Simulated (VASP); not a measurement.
Set up this calculation in VASP 6.6.1, as the native input.

```
Task                   : single point
Functional             : PBE
Potentials or basis    : VASP PAW PBE potentials, release 64 (Ba_sv, Ti_sv, O)
Cutoff                 : 520 eV
k mesh                 : 7 × 7 × 3
Occupations            : gaussian, width 0.05 eV
Spin                   : no spin polarisation
Dipole correction      : no
Further INCAR settings : LREAL = Auto; ALGO = Normal; EDIFF = 1e-06; NBANDS = 73
```

The structure of BaTiO3 lies in POSCAR:

```
BaTiO3
1.0
    0.0000000000      2.8905577535     -2.9158992878
   -3.9723905816      0.0000000000      0.0000000000
    0.0000000000     10.0920454485     10.1557258630
Ba Ti O
3 3 9
Direct
    0.9850350787      0.0000000000      0.7920971659
    0.9874737388      0.0000000000      0.2185598563
    0.9862544088      0.0000000000      0.5053285111
    0.4718545868      0.5000000000      0.0798237772
    0.4706352567      0.5000000000      0.3665924320
    0.4694159267      0.5000000000      0.6533610868
    0.5124236200      1.0000000000      0.0682040185
    0.5112042899      1.0000000000      0.3549726733
    0.5099849599      1.0000000000      0.6417413281
    0.0233341775      0.5000000000      0.0698889641
    0.0221148475      0.5000000000      0.3566576189
    0.0208955174      0.5000000000      0.6434262737
    0.5059516402      0.5000000000      0.2084574854
    0.5047323102      0.5000000000      0.4952261402
    0.5035129801      0.5000000000      0.7819947950
```

This cell differs from its parent crystal: the distance across one plane changed.

The input as run:

INCAR

```
ALGO = Normal
EDIFF = 1E-6
ENCUT = 520
GGA = PE
ISIF = 2
ISMEAR = 0
LASPH = T
LCHARG = F
LREAL = Auto
LWAVE = F
NBANDS = 73
NELM = 60
PREC = Accurate
SIGMA = 0.05
```

KPOINTS

```
k-points
0
Gamma
  7 7 3
```

Potentials or basis: VASP PAW PBE potentials, release 64 (Ba_sv, Ti_sv, O).

Launch:

```sh
$ cat potpaw_PBE.64/Ba_sv/POTCAR potpaw_PBE.64/Ti_sv/POTCAR potpaw_PBE.64/O/POTCAR > POTCAR
$ mpirun -np 1 vasp_std > vasp.out
```

Results of the run:

```yaml
Pressure: -1.7 GPa
Largest_force: 1.125 eV/Å
Band_gap_on_the_k_mesh: 0.32 eV (least direct gap 1.11 eV)
```

Caveat: the cell differs from its parent crystal (the distance across one plane changed); semilocal functionals underestimate gaps, and a narrow one can read as zero; spin-orbit coupling is left out, which moves the levels of the heavy elements; forces of over 1 eV/Å act on the atoms, so gaps and moduli don't describe the material at rest.

Wall time 15 min on 1 thread of Intel(R) Xeon(R) Platinum 8488C (Sapphire Rapids) (shared host), peak memory 0.6 GiB.
